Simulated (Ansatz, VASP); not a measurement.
## Ca3P2: VASP beside Ansatz

```
Ca P
1.0
     5.31000    0.00000    0.00000
     0.00000    5.31000    0.00000
     0.00000    0.00000    5.31000
Ca P
3 2
Direct
  0.00000 0.50000 0.50000
  0.50000 0.00000 0.50000
  0.50000 0.50000 0.00000
  0.00000 0.00000 0.00000
  0.50000 0.50000 0.50000
```

Alike in both runs: task single point; functional LDA; k mesh 8 × 8 × 8; occupations gaussian, width 0.03 eV; no spin polarisation.

|  | VASP | Ansatz |
| --- | --- | --- |
| version | VASP 6.6.1 | Ansatz 0.2.0 |
| potentials or method | VASP PAW LDA potentials, release 64 (Ca_sv, P), cutoff 520 eV | scalar-relativistic, plane waves, PAW |
| valence electrons in the cell | 40 | 40 |

VASP gave:

```
gap on the k mesh at the Fermi level (eV) : 0.21
least direct gap on the mesh (eV)         : 0.21
pressure (GPa)                            : -2.8
```

Q: What did Ansatz give for the same quantities?

A: gap on the k mesh at the Fermi level (eV): 0.20; least direct gap on the mesh (eV): 0.20; pressure (GPa): -2.9.

LDA's correlation is that of Perdew and Zunger in VASP and of Perdew and Wang (1992) in Ansatz.
